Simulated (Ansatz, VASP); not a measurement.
# GaSbH5 in VASP and in Ansatz

```
CELL_PARAMETERS angstrom
14.60000 0.00000 0.00000
0.00000 13.40000 0.00000
0.00000 0.00000 13.50000
ATOMIC_POSITIONS crystal
Ga 0.44812 0.46953 0.36904
Ga 0.63208 0.51112 0.63609
Sb 0.57480 0.38658 0.48295
Sb 0.38734 0.61505 0.50713
H 0.48599 0.54479 0.29090
H 0.35384 0.41537 0.36000
H 0.52383 0.27556 0.51265
H 0.64788 0.33699 0.39687
H 0.53040 0.55196 0.64879
H 0.69760 0.57989 0.57449
H 0.66903 0.43869 0.71736
H 0.44784 0.71741 0.54297
H 0.33982 0.58692 0.61889
H 0.29464 0.68005 0.46295
```

Alike in both runs: functional PBE; k mesh 1 × 1 × 1; occupations gaussian, width 0.05 eV; no spin polarisation.

Ansatz relaxed the structure, and its values are those at the end. VASP's run is a single point on that final structure, the one shown.

```csv
,VASP,Ansatz
version,VASP 6.6.1,Ansatz 0.2.0
potentials or method,"VASP PAW PBE potentials, release 64 (Ga_d, Sb_d_GW, H), cutoff 400 eV","scalar-relativistic, plane waves, PAW"
valence electrons in the cell,66,66
```

|  | VASP | Ansatz | Ansatz less VASP |
| --- | --- | --- | --- |
| gap on the k mesh at the Fermi level (eV) | 4.10 | 4.10 | -0.002 |
| rms of the force components (eV/Å) | 0.010 | 0.006 | -0.0041 |

Ansatz's warnings: xc potential rough in thin density.

Spin-orbit coupling is off throughout.
